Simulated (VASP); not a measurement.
A run of VASP 6.6.1:

Contents of INCAR:

```
ALGO     = Normal         # electronic algorithm
EDIFF    = 1E-6           # SCF threshold, eV
ENCUT    = 520            # plane-wave cutoff, eV
ISIF     = 2              # what is computed and relaxed
ISMEAR   = -1             # smearing method
LASPH    = T              # aspherical terms in the spheres
LCHARG   = F              # write CHGCAR
LREAL    = F              # projectors in reciprocal space
LWAVE    = F              # write WAVECAR
NBANDS   = 12             # bands
NELM     = 100            # most SCF steps
PREC     = Accurate       # precision mode
SIGMA    = 0.1            # smearing width, eV
```

KPOINTS

```
k-points
0
Gamma
  22 22 22
```

POSCAR

```
Ag
1.0
    0.0000000000      2.0259722483      2.0259722483
    2.0259722483      0.0000000000      2.0259722483
    2.0259722483      2.0259722483      0.0000000000
Ag
1
Direct
    0.0000000000      0.0000000000      0.0000000000
```

Potentials or basis: VASP PAW LDA potentials, release 64 (Ag).

The run is started by

```console
$ cat potpaw_LDA.64/Ag/POTCAR > POTCAR
$ mpirun -np 1 vasp_std > vasp.out
```

Hardware: 1 thread of Intel Xeon 8259CL, on a shared host.

Problem. Estimate the wall time of this run.

Solution. Run time: 57 s on 1 thread of Intel Xeon 8259CL (shared host), peak memory 0.18 GiB. Counts: scf iterations 10, k points 328.
